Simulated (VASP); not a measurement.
# Rh: single point with PBEsol

The system is Rh.

```
Rh
1.0
     2.67543    0.00000    0.00000
    -1.33772    2.31699    0.00000
     0.00000    0.00000    8.72714
Rh
4
Cartesian
  0.0000 0.0000 0.0000
  0.0000 1.5447 2.1818
  0.0000 0.0000 4.3636
  1.3377 0.7723 6.5454
```

This isn't the form of Rh at room conditions, which is fcc.

```yaml
Program: VASP 6.6.1
Task: single point
Functional: PBEsol
Potentials_or_basis: VASP PAW PBE potentials, release 64 (Rh_pv)
Cutoff: 520 eV
k_mesh: 24 × 24 × 6
Occupations: gaussian, width 0.1 eV
Spin: no spin polarisation
```

* Pressure: -0.1 GPa
* Band gap on the k mesh: zero (bands 30 and 31 overlap by 2.07 eV)

Levels at points of the mesh, in eV from the Fermi level:
| k point | band 28 | band 29 | band 30 | band 31 | band 32 | band 33 |
| --- | --- | --- | --- | --- | --- | --- |
| (0.00, 0.00, 0.00) | -1.49 | -1.49 | -0.89 | -0.89 | -0.36 | -0.36 |
| (0.50, 0.00, 0.00) | 0.62 | 0.68 | 0.85 | 0.86 | 0.89 | 1.15 |
| (0.00, 0.00, 0.50) | -1.23 | -1.17 | -1.17 | -1.17 | -1.17 | 0.08 |
| (0.50, 0.00, 0.50) | -0.12 | 0.60 | 0.60 | 0.83 | 0.83 | 2.87 |

Run time: 12 min on 1 thread of AMD EPYC 7R43 64-Core Processor (Zen 3) (shared host), peak memory 0.38 GiB.

Caveat: the PAW data sets were made with another functional, which shifts forces and pressure a little.
